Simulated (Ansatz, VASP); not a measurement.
**InSb: VASP beside Ansatz**

```
CELL_PARAMETERS angstrom
0.00000 3.14193 3.28769
3.14193 0.00000 3.28769
3.14193 3.14193 0.00000
ATOMIC_POSITIONS crystal
In 0.00000 0.00000 0.00000
Sb 0.75000 0.75000 0.75000
```

Change from the starting cell: strain -0.030 along x and y, +0.015 along z, atoms carried along.

Alike in both runs: task single point; functional PBE; k mesh 12 × 12 × 12; occupations gaussian, width 0.15 eV; no spin polarisation.

|  | VASP | Ansatz |
| --- | --- | --- |
| version | VASP 6.6.1 | Ansatz 0.2.0 |
| potentials or method | VASP PAW PBE potentials, release 64 (In_d, Sb), cutoff 520 eV | scalar-relativistic, plane waves, PAW |
| valence electrons in the cell | 18 | 28 |

```tsv
	VASP	Ansatz	Ansatz less VASP
gap on the k mesh at the Fermi level (eV)	none	none	-
pressure (GPa)	5.7	5.7	+0.03
traceless stress, the component that is largest in VASP (GPa)	-0.83	-0.83	+0.002
```

A gap of «none» marks a metal or a gap that the smearing closes. VASP's potentials hold 18 valence electrons a cell and Ansatz's 28, so a difference there can come from the potentials and not from the codes.

Neither program's run includes spin-orbit coupling.
